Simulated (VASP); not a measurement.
A run of VASP 6.6.1 is set up as follows.

Contents of INCAR:

```
PREC     = Accurate       # precision mode
ENCUT    = 600            # plane-wave cutoff, eV
EDIFF    = 1E-6           # SCF threshold, eV
ISMEAR   = -1             # smearing method
SIGMA    = 0.05           # smearing width, eV
LREAL    = False          # projectors in reciprocal space
LASPH    = True           # aspherical terms in the spheres
NELM     = 80             # most SCF steps
ALGO     = Normal         # electronic algorithm
ISIF     = 3              # what is computed and relaxed
LWAVE    = False          # write WAVECAR
LCHARG   = False          # write CHGCAR
GGA      = PE             # functional
IBRION   = 2              # ionic algorithm
NSW      = 32             # ionic steps
EDIFFG   = -0.005         # ionic threshold
PSTRESS  = 240.0
```

Contents of KPOINTS:

```
regular mesh
0
Gamma
  12 12 12
```

POSCAR

```
Ge
1.0
    0.0000000000      2.6650994544      2.6650994544
    2.6650994544      0.0000000000      2.6650994544
    2.6650994544      2.6650994544      0.0000000000
Ge
2
Direct
   -0.1250000000     -0.1250000000     -0.1250000000
    0.1250000000      0.1250000000      0.1250000000
```

Potentials or basis: VASP PAW PBE potentials, release 64 (Ge_d).

The run is started by

```console
$ cat potpaw_PBE.64/Ge_d/POTCAR > POTCAR
$ mpirun -np 1 vasp_std > vasp.out
```

Q: What does it give for the band gap on the k mesh?

A: 0.27 eV (least direct gap 1.78 eV).

Q: Estimate the relaxed cell.

A: a = 3.768 Å, b = 3.768 Å, c = 3.768 Å, α = 60.00°, β = 60.00°, γ = 60.00°.

Q: Estimate the space group after relaxing (to 0.1 Å).

A: Fd-3m (No. 227).

Step by step:
| step | energy change (eV) | largest force (eV/Å) | pressure (GPa) | volume (Å³) |
| --- | --- | --- | --- | --- |
| 1 | 0.0000 | 0.0000 | 23.85 | 37.86 |
| 2 | 0.0145 | 0.0000 | 24.34 | 37.76 |
| 3 | 0.0034 | 0.0000 | 23.83 | 37.84 |
| 4 | 0.0071 | 0.0000 | 23.86 | 37.81 |
| 5 | 0.0108 | 0.0000 | 23.94 | 37.79 |
| 6 | 0.0127 | 0.0000 | 24.13 | 37.77 |
| 7 | 0.0114 | 0.0000 | 24.28 | 37.78 |
| 8 | 0.0110 | 0.0000 | 24.32 | 37.79 |
| 9 | 0.0045 | 0.0000 | 23.95 | 37.83 |
| 10 | 0.0054 | 0.0000 | 24.15 | 37.82 |
| 11 | 0.0047 | 0.0000 | 24.07 | 37.83 |
| 12 | 0.0044 | 0.0000 | 24.12 | 37.83 |
| 13 | 0.0033 | 0.0000 | 23.99 | 37.84 |

Caveat: the cell is relaxed towards a set pressure, so the run minimises the enthalpy, not the energy. A k mesh can miss the band edges.
